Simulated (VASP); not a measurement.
Write the native input for VASP 6.6.1 that does the following.

```yaml
Task: single point
Functional: PBE-based global hybrid with 40 % exact exchange
Potentials_or_basis: VASP PAW PBE potentials, release 64 (Ba_sv, Te)
Cutoff: 520 eV
k_mesh: 4 × 4 × 4
Occupations: gaussian, width 0.05 eV
Spin: no spin polarisation
Dipole_correction: no
Grid_for_exact_exchange_PRECFOCK: Normal
Share_of_exact_exchange: 0.4
Further_INCAR_settings: ALGO = Normal; EDIFF = 1e-07; NBANDS = 15
```

BaTe:

```xyz
2
Lattice="0.0000 3.4100 3.4100 3.4100 0.0000 3.4100 3.4100 3.4100 0.0000" Properties=species:S:1:pos:R:3 pbc="T T T"
Ba    3.4100    3.4100    3.4100
Te    0.0000    0.0000    0.0000
```

These files were run (other wordings do the same):

POSCAR

```
BaTe
1.0
    0.0000000000      3.4099993980      3.4099993980
    3.4099993980      0.0000000000      3.4099993980
    3.4099993980      3.4099993980      0.0000000000
Ba Te
1 1
Direct
    0.5000000000      0.5000000000      0.5000000000
    0.0000000000      0.0000000000      0.0000000000
```

INCAR.step1

```
PREC = Accurate
ENCUT = 520
EDIFF = 1E-5
ISMEAR = 0
SIGMA = 0.05
LREAL = False
LASPH = True
NELM = 80
ALGO = Normal
ISIF = 2
LWAVE = True
LCHARG = False
NBANDS = 15
GGA = PE
```

INCAR.step2

```
PREC = Accurate
ENCUT = 520
EDIFF = 1E-7
ISMEAR = 0
SIGMA = 0.05
LREAL = False
LASPH = True
NELM = 80
ALGO = Normal
ISIF = 2
LWAVE = False
LCHARG = False
GGA = PE
LHFCALC = True
AEXX = 0.4
PRECFOCK = Normal
NBANDS = 15
ISTART = 1
```

KPOINTS

```
Automatic mesh
0
Gamma
  4 4 4
```

Potentials or basis: VASP PAW PBE potentials, release 64 (Ba_sv, Te).

Launch:

```sh
$ cat potpaw_PBE.64/Ba_sv/POTCAR potpaw_PBE.64/Te/POTCAR > POTCAR
$ cp INCAR.step1 INCAR
$ mpirun -np 1 vasp_std > vasp.out
$ cp INCAR.step2 INCAR
$ mpirun -np 1 vasp_std > vasp.out
```

Results of the run:

```yaml
Pressure: 3.7 GPa
Band_gap_on_the_k_mesh: 3.60 eV (least direct gap 4.07 eV)
```

Caveat: the cell stands under pressure; the PAW data sets were made with another functional, which shifts forces and pressure a little; spin-orbit coupling is left out, which moves the levels of the heavy elements.

Run time: 5.7 min on 1 thread of Intel(R) Xeon(R) 6975P-C (Granite Rapids) (shared host), peak memory 0.22 GiB.
